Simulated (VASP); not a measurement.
# Ba2CaIrN6 (R-3m) in VASP: single point with r2SCAN

Aim: the single point of Ba2CaIrN6 with r2SCAN.

All numbers are computed with VASP 6.6.1; they aren't measurements. Logs are shortened: lines on timing, memory, paths and dates and some standing lists are left out, and cuts for length are marked.

## (1) The cell of the first run

The structure is trigonal, space group R-3m (No. 166). The conventional cell has a = 5.987 Å, b = 5.987 Å, c = 14.507 Å, α = 90.00°, β = 90.00°, γ = 120.00°. Within 2.5 Å of Ir (site symmetry -3m) lie 6 N at 1.87 Å. Within 2.5 Å of N (site symmetry m) lie 1 Ir at 1.87 Å and 1 Ca at 2.34 Å. Ba (site symmetry 3m) has 12 N at 2.97 to 3.00 Å and 4 Ir at 3.62 to 3.66 Å and 4 Ca at 3.63 to 3.66 Å within 3.9 Å. Ca (site symmetry -3m) has 6 N at 2.34 Å within 3.1 Å.

## (2) Single point, r2SCAN

The input, POSCAR:

```
Ba2CaIrN6
1.0
    5.9441938300      0.0000000000      0.0000000000
    2.9288645800      5.1725438800      0.0000000000
    2.9288645800      1.7073791900      4.8826249900
Ir N Ba Ca
1 6 2 1
Direct
    0.5000000000      0.5000000000      0.5000000000
    0.7222000000      0.7222000000      0.2747000000
    0.2747000000      0.7222000000      0.7222000000
    0.7222000000      0.2747000000      0.7222000000
    0.2778000000      0.2778000000      0.7253000000
    0.2778000000      0.7253000000      0.2778000000
    0.7253000000      0.2778000000      0.2778000000
    0.2505000000      0.2505000000      0.2505000000
    0.7495000000      0.7495000000      0.7495000000
    0.0000000000      0.0000000000      0.0000000000
```

The input, INCAR.step1:

```
SYSTEM = Ba2CaIrN6
ALGO     = Normal         ! electronic algorithm
EDIFF    = 1E-4           ! SCF threshold, eV
ENCUT    = 520            ! plane-wave cutoff, eV
GGA      = PE             ! functional
ISMEAR   = -5             ! smearing method
LASPH    = .True.         ! aspherical terms in the spheres
LCHARG   = .False.        ! write CHGCAR
LMAXMIX  = 4              ! l up to which the mixer works
LREAL    = .False.        ! projectors in reciprocal space
LWAVE    = .True.         ! write WAVECAR
NELM     = 100            ! most SCF steps
PREC     = Accurate       ! precision mode
SIGMA    = 0.036          ! smearing width, eV
```

The input, INCAR.step2:

```
SYSTEM = Ba2CaIrN6
ALGO     = Normal         ! electronic algorithm
EDIFF    = 1E-7           ! SCF threshold, eV
ENCUT    = 520            ! plane-wave cutoff, eV
ISIF     = 2              ! what is computed and relaxed
ISMEAR   = -1             ! smearing method
ISTART   = 1            
LASPH    = .True.         ! aspherical terms in the spheres
LCHARG   = .False.        ! write CHGCAR
LMAXMIX  = 4              ! l up to which the mixer works
LMIXTAU  = .True.       
LORBIT   = 10             ! projections on sites
LREAL    = .False.        ! projectors in reciprocal space
LWAVE    = .False.        ! write WAVECAR
METAGGA  = R2SCAN         ! meta-GGA
NELM     = 100            ! most SCF steps
PREC     = Accurate       ! precision mode
SIGMA    = 0.036          ! smearing width, eV
```

The input, KPOINTS:

```
k-points
0
Gamma
  7 7 7
  0 0 0
```

Potentials or basis: VASP PAW PBE potentials, release 64 (Ir, N, Ba_sv, Ca_sv).

On the command line:

```sh
> cat potpaw_PBE.64/Ir/POTCAR potpaw_PBE.64/N/POTCAR potpaw_PBE.64/Ba_sv/POTCAR potpaw_PBE.64/Ca_sv/POTCAR > POTCAR
> cp INCAR.step1 INCAR
> mpirun -np 1 vasp_std > vasp.out
> cp INCAR.step2 INCAR
> mpirun -np 1 vasp_std > vasp.out
```

OUTCAR:

```text
SYSTEM = Ba2CaIrN6
   EDIFF = 1E-7
   ENCUT = 520
   ISIF = 2
   ISMEAR = -1
   ISTART = 1
   LASPH = .True.
   LORBIT = 10
   LREAL = .False.
   METAGGA = R2SCAN
   NELM = 100
   PREC = Accurate

 ion  position               nearest neighbor table
   1  0.500  0.500  0.500-   2 1.87   5 1.87   4 1.87   6 1.87   3 1.87   7 1.87   8 3.62   9 3.62
                             8 3.66   9 3.66   8 3.66   9 3.66   9 3.66   8 3.66
   2  0.722  0.722  0.275-   1 1.87  10 2.34   9 2.97   9 2.99   8 3.00   8 3.00
   3  0.275  0.722  0.722-   1 1.87  10 2.34   9 2.97   9 2.99   8 3.00   8 3.00
   4  0.722  0.275  0.722-   1 1.87  10 2.34   9 2.97   9 2.99   8 3.00   8 3.00
   5  0.278  0.278  0.725-   1 1.87  10 2.34   8 2.97   8 2.99   9 3.00   9 3.00
   6  0.278  0.725  0.278-   1 1.87  10 2.34   8 2.97   8 2.99   9 3.00   9 3.00
   7  0.725  0.278  0.278-   1 1.87  10 2.34   8 2.97   8 2.99   9 3.00   9 3.00
   8  0.251  0.251  0.251-   5 2.97   7 2.97   6 2.97   5 2.99   7 2.99   6 2.99   4 3.00   4 3.00
                             3 3.00   3 3.00   2 3.00   2 3.00   1 3.62  10 3.63  10 3.66  10 3.66
   9  0.749  0.749  0.749-   2 2.97   3 2.97   4 2.97   2 2.99   3 2.99   4 2.99   6 3.00   6 3.00
                             7 3.00   7 3.00   5 3.00   5 3.00   1 3.62  10 3.63  10 3.66  10 3.66
  10  0.000  0.000  0.000-   4 2.34   6 2.34   5 2.34   2 2.34   3 2.34   7 2.34   8 3.63   9 3.63
                             9 3.66   8 3.66   9 3.66   8 3.66   8 3.66   9 3.66

  LATTYP: Found a trigonal (rhomboedric) cell.
 ALAT       =     5.9441938300
 COS(alpha) =     0.4927268412

  Lattice vectors:

 A1 = (   5.9441938300,   0.0000000000,   0.0000000000)
 A2 = (   2.9288645800,   5.1725438800,   0.0000000000)
 A3 = (   2.9288645800,   1.7073791900,   4.8826249900)

Analysis of symmetry for initial positions (statically):
=====================================================================
 Subroutine PRICEL returns:
 Original cell was already a primitive cell.

 Routine SETGRP: Setting up the symmetry group for a
 trigonal (rhombohedral) supercell.

 Subroutine GETGRP returns: Found 12 space group operations
 (whereof 12 operations were pure point group operations)
 out of a pool of 12 trial point group operations.

The static configuration has the point symmetry D_3d.

Analysis of symmetry for dynamics (positions and initial velocities):
=====================================================================
 Subroutine PRICEL returns:
 Original cell was already a primitive cell.
[... 147 lines left out ...]
  Thomas-Fermi vector in A             =   2.396759
   LORBIT       =     10    0 simple, 1 ext, 2 COOP (PROOUT), +10 PAW based schemes
   METAGGA = R2SCAN    functional components
   LHFCALC =     F    Hartree Fock is set to
   AEXX    =    0.0000 exact exchange contribution
   IVDW    =     0    specifies the selected vdW correction
   LEPSILON=     F    determine dielectric tensor
   LRPA    =     F    only Hartree local field effects (RPA)
 non-spin polarized calculation
  energy-cutoff  :      520.00
  volume of cell :      150.12
 maximum number of plane-waves:      4059
 NGX is ok and might be reduce to    48
   NGX = 23   NGY = 23   NGZ = 23

 number of electron      69.0000002 magnetization

 Free energy of the ion-electron system (eV)
  ---------------------------------------------------
  ext. energy  EPLUGINS =         0.00000000
  ---------------------------------------------------
  free energy    TOTEN  =      -163.40287324 eV

  energy without entropy =     -163.37133330  energy(sigma->0) =     -163.38710327

 E-fermi :   3.5598     XC(G=0): -11.3094

 val. band max:        3.5518894636   @ k =   0.4286   0.2857   0.2857
 cond. band min:       3.5667040085   @ k =   0.4286   0.1429   0.1429
 fundamental gap:      0.0148145450
 Fermi energy:         3.5597530899

 k-point     1 :       0.0000    0.0000    0.0000
  band No.  band energies     occupation
      1     -35.7645      2.00000
      2     -23.5448      2.00000
      3     -23.4250      2.00000
      4     -16.1793      2.00000
      5     -16.1779      2.00000
      6     -16.1779      2.00000
[... 1045 lines left out ...]
     40       9.1761      0.00000
     41       9.4009      0.00000

 [... further k-points ...]

------------------------ aborting loop because EDIFF is reached ----------------------------------------

  FORCE on cell =-STRESS in cart. coord.  units (eV):
  Direction    XX          YY          ZZ          XY          YZ          ZX
  --------------------------------------------------------------------------------------
  -------------------------------------------------------------------------------------
  Total       10.1372494      9.5981408      9.4603848      0.4760540      0.1969492      0.3378516
  in kB      108.1882752    102.4347194    100.9645391      5.0806145      2.1019110      3.6056704
  external PRESSURE =     103.8625112 kB  Pullay stress =       0.0000000 kB

 VOLUME and BASIS-vectors are now :
 -----------------------------------------------------------------------------
  energy-cutoff  :      520.00
  volume of cell :      150.12
      direct lattice vectors                 reciprocal lattice vectors
     5.944193830  0.000000000  0.000000000     0.168231392 -0.095258151 -0.067604041
     2.928864580  5.172543880  0.000000000     0.000000000  0.193328471 -0.067604006
     2.928864580  1.707379190  4.882624990     0.000000000  0.000000000  0.204807865

 POSITION                                       TOTAL-FORCE (eV/Angst)
 -----------------------------------------------------------------------------------
      5.90096      3.43996      2.44131         0.000000      0.000000     -0.000000
      7.21268      4.20463      1.34126         1.383999      0.806802     -0.865797
      5.86332      4.96868      3.52623         0.202500      1.475806      1.047367
      7.21268      2.65397      3.52623         1.383999     -0.550958      1.047367
      4.58924      2.67529      3.54137        -1.383999     -0.806802      0.865797
      4.58924      4.22596      1.35639        -1.383999      0.550958     -1.047367
      5.93860      1.91124      1.35639        -0.202500     -1.475806     -1.047367
      2.95638      1.72342      1.22310        -0.022956     -0.013382     -0.009497
      8.84554      5.15650      3.65953         0.022956      0.013382      0.009497
      0.00000      0.00000      0.00000         0.000000      0.000000     -0.000000
 -----------------------------------------------------------------------------------
    total drift:                               -0.000000     -0.000000     -0.000000

  FREE ENERGIE OF THE ION-ELECTRON SYSTEM (eV)
  ---------------------------------------------------
  free  energy   TOTEN  =      -163.4028732384 eV

  energy  without entropy=     -163.3713333025  energy(sigma->0) =     -163.38710327

 total charge

# of ion       s       p       d       tot
------------------------------------------
    1        0.908   1.598   6.694   9.200
    2        1.308   2.341   0.000   3.649
    3        1.308   2.341   0.000   3.649
    4        1.308   2.341   0.000   3.649
    5        1.308   2.341   0.000   3.649
    6        1.308   2.341   0.000   3.649
    7        1.308   2.341   0.000   3.649
    8        2.019   5.622   0.302   7.943
    9        2.019   5.622   0.302   7.943
   10        2.044   5.900   0.358   8.302
--------------------------------------------------
tot         14.838  32.787   7.657  55.282
```

OSZICAR.step1:

```text
N       E                     dE             d eps       ncg     rms          rms(c)
DAV:   1     0.618907199203E+03    0.61891E+03   -0.33678E+04  3608   0.160E+03
DAV:   2    -0.884846957818E+00   -0.61979E+03   -0.60496E+03  4121   0.391E+02
DAV:   3    -0.744486096079E+02   -0.73564E+02   -0.71828E+02  4907   0.126E+02
DAV:   4    -0.781551747620E+02   -0.37066E+01   -0.36550E+01  5184   0.317E+01
DAV:   5    -0.783097512961E+02   -0.15458E+00   -0.15447E+00  5798   0.542E+00    0.632E+01
DAV:   6    -0.679955021853E+02    0.10314E+02   -0.31184E+02  5082   0.614E+01    0.540E+01
DAV:   7    -0.599734834983E+02    0.80220E+01   -0.53822E+01  5609   0.501E+01    0.153E+01
DAV:   8    -0.600790377274E+02   -0.10555E+00   -0.33206E+00  4474   0.741E+00    0.106E+01
DAV:   9    -0.599410193990E+02    0.13802E+00   -0.62952E-01  5778   0.415E+00    0.501E+00
DAV:  10    -0.599262314323E+02    0.14788E-01   -0.94852E-02  4902   0.183E+00    0.178E+00
DAV:  11    -0.599264572289E+02   -0.22580E-03   -0.16206E-02  5038   0.802E-01    0.113E+00
DAV:  12    -0.599259223741E+02    0.53485E-03   -0.25537E-03  5270   0.306E-01    0.604E-01
DAV:  13    -0.599260292374E+02   -0.10686E-03   -0.31187E-04  3756   0.116E-01    0.271E-02
DAV:  14    -0.599260460092E+02   -0.16772E-04   -0.29916E-05  2713   0.404E-02
   1 F= -.59926046E+02 E0= -.59926046E+02  d E =0.000000E+00
```

It took 12 min on 1 thread of Intel Xeon 6975P-C (Granite Rapids), shared host; peak memory 0.54 GiB.

Results:

* Free energy: -163.4029 eV
* Pressure: 10.4 GPa
* Largest force: 1.821 eV/Å
* Band gap on the k mesh: zero (an odd number of electrons rules out a gap without spin polarisation)
* Valence electrons inside the program's atomic spheres: Ir 9.20; N 3.65; Ba 7.94; Ca 8.30

Forces in eV/Å, atoms in the order of the input:
```
Ir   0.000  0.000  0.000
N    1.384  0.807 -0.866
N    0.203  1.476  1.047
N    1.384 -0.551  1.047
N   -1.384 -0.807  0.866
N   -1.384  0.551 -1.047
N   -0.203 -1.476 -1.047
Ba  -0.023 -0.013 -0.009
Ba   0.023  0.013  0.009
Ca   0.000  0.000  0.000
```

Caveat: the cell stands under pressure; the PAW data sets were made with another functional, which shifts forces and pressure a little; spin-orbit coupling is left out, which moves the levels of the heavy elements; an odd number of electrons without spin polarisation forces a metal; a magnetic or distorted state may lie lower.
